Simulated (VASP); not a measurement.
A run of VASP 6.6.1 is set up as follows.

INCAR

```
PREC = Accurate
ENCUT = 600
EDIFF = 1E-6
ISMEAR = -1
SIGMA = 0.05
LREAL = F
LASPH = T
NELM = 80
ALGO = Normal
ISIF = 3
LWAVE = F
LCHARG = F
GGA = B5
ALDAX = 1.0
AGGAX = 1.0
AGGAC = 1.0
ALDAC = 0.0
IVDW = 13
VDW_S6 = 1.0
VDW_S8 = 2.34076671
VDW_A1 = 0.44488865
VDW_A2 = 4.0933009
IBRION = 2
NSW = 60
EDIFFG = -0.01
```

KPOINTS

```
Automatic mesh
0
Gamma
  10 10 10
```

The input POSCAR:

```
GaN
1.0
    2.9806400000      0.0000000000      0.0000000000
   -1.4903200000      2.5813100000      0.0000000000
    0.0000000000      0.0000000000      2.6833700000
Ga N
1 1
Direct
    0.6666700000      0.3333300000      0.5000000000
    0.0000000000      0.0000000000      0.0000000000
```

Potentials or basis: VASP PAW PBE potentials, release 64 (Ga_d, N).

Launch:

```console
$ cat potpaw_PBE.64/Ga_d/POTCAR potpaw_PBE.64/N/POTCAR > POTCAR
$ mpirun -np 1 vasp_std > vasp.out
```

Task: Predict the relaxed cell.

Result: a = 2.953 Å, b = 2.953 Å, c = 2.665 Å, α = 90.00°, β = 90.00°, γ = 120.00°.

Task: Estimate the band gap on the k mesh.

Result: Zero (bands 9 and 10 overlap by 0.99 eV).

Task: Estimate the relaxed volume.

Result: 10.06 Å³/atom.

Task: Predict the dispersion energy per atom.

Result: -0.834 eV.

The path:
| step | energy change (eV) | largest force (eV/Å) | pressure (GPa) | volume (Å³) |
| --- | --- | --- | --- | --- |
| 1 | 0.0000 | 0.0001 | -4.08 | 20.65 |
| 2 | -0.0041 | 0.0001 | 2.54 | 19.87 |
| 3 | -0.0064 | 0.0001 | -0.06 | 20.15 |
| 4 | -0.0064 | 0.0001 | 0.03 | 20.14 |
| 5 | -0.0065 | 0.0000 | 0.09 | 20.12 |
| 6 | -0.0066 | 0.0001 | 0.07 | 20.13 |

Caveat: the PAW data sets were made with another functional, which shifts forces and pressure a little.
